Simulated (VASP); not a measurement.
Wanted: the native input for a VASP 6.6.1 run.

| Property | Result |
| --- | --- |
| Task | single point |
| Functional | PBE |
| Potentials or basis | VASP PAW PBE potentials, release 64 (Sr_sv, O) |
| Cutoff | 520 eV |
| k mesh | 8 × 8 × 8 |
| Occupations | gaussian, width 0.05 eV |
| Spin | no spin polarisation |
| Dipole correction | no |
| Further INCAR settings | ALGO = Normal; EDIFF = 1e-06; NBANDS = 15 |

The structure of SrO lies in POSCAR:

```
SrO
1.0
    0.0000000000      2.4934960882      2.8051830992
    2.4934960882      0.0000000000      2.8051830992
    2.4934960882      2.4934960882      0.0000000000
Sr O
1 1
Direct
    0.0000000000      0.0000000000      0.0000000000
    0.5000000000      0.5000000000      0.5000000000
```

This cell differs from its parent crystal: strain -0.040 along x and y, +0.080 along z.

These files were run (other wordings do the same):

INCAR

```
SYSTEM = SrO
  PREC = Accurate
  ENCUT = 520
  EDIFF = 1E-6
  ISMEAR = 0
  SIGMA = 0.05
  LREAL = .FALSE.
  LASPH = .TRUE.
  NELM = 100
  ALGO = Normal
  ISIF = 2
  LWAVE = .FALSE.
  LCHARG = .FALSE.
  GGA = PE
  NBANDS = 15
```

KPOINTS

```
Automatic mesh
0
G
  8 8 8
  0 0 0
```

Potentials or basis: VASP PAW PBE potentials, release 64 (Sr_sv, O).

Run with:

```console
$ cat potpaw_PBE.64/Sr_sv/POTCAR potpaw_PBE.64/O/POTCAR > POTCAR
$ mpirun -np 1 vasp_std > vasp.out
```

Results of the run:

* Pressure: 3.5 GPa
* Band gap on the k mesh: 3.10 eV, indirect (least direct gap 3.16 eV)

Caveat: the cell differs from its parent crystal (strain -0.040 along x and y, +0.080 along z).

Run time: 36 s on 1 thread of Intel Xeon 6975P-C, on a shared host, peak memory 0.18 GiB.
